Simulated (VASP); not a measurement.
The system is NiO2.

```xyz
3
Lattice="2.8039 0.0000 0.0000 -1.4019 2.4282 0.0000 0.0000 0.0000 4.0838" Properties=species:S:1:pos:R:3 pbc="T T T"
Ni    0.0000    0.0000    2.0419
O     1.4019    0.8094    3.0804
O     0.0000    1.6188    1.0035
```

This cell differs from its parent crystal: c/a of the conventional cell at fixed volume 1.4565.

Base run:

| Quantity | Value |
| --- | --- |
| Program | VASP 6.6.1 |
| Functional | LDA |
| Potentials or basis | VASP PAW LDA potentials, release 64 (Ni_sv_GW, O) |
| Cutoff | 600 eV |
| k mesh | 12 × 12 × 6 |
| Occupations | gaussian, width 0.05 eV |
| Spin | no spin polarisation |

Its results: band gap on the k mesh 0.41 eV, indirect (least direct gap 0.49 eV); pressure -22.3 GPa; largest force 2.276 eV/Å.

The run is repeated on the same cell with these changes: potentials or basis from VASP PAW LDA potentials, release 64 (Ni_sv_GW, O) to VASP PAW LDA potentials, release 64 (Ni, O); cutoff from 600 eV to 520 eV; further incar settings from ALGO = Normal; EDIFF = 1e-06; NBANDS = 22 to ALGO = Normal; EDIFF = 1e-06; NBANDS = 18; valence electrons from 30 to 22. What comes out?

Band gap on the k mesh 0.38 eV, indirect (least direct gap 0.48 eV); pressure -21.0 GPa; largest force 2.273 eV/Å.

Caveats: forces of over 1 eV/Å act on the atoms, so gaps and moduli don't describe the material at rest.

A k mesh can miss the band edges.
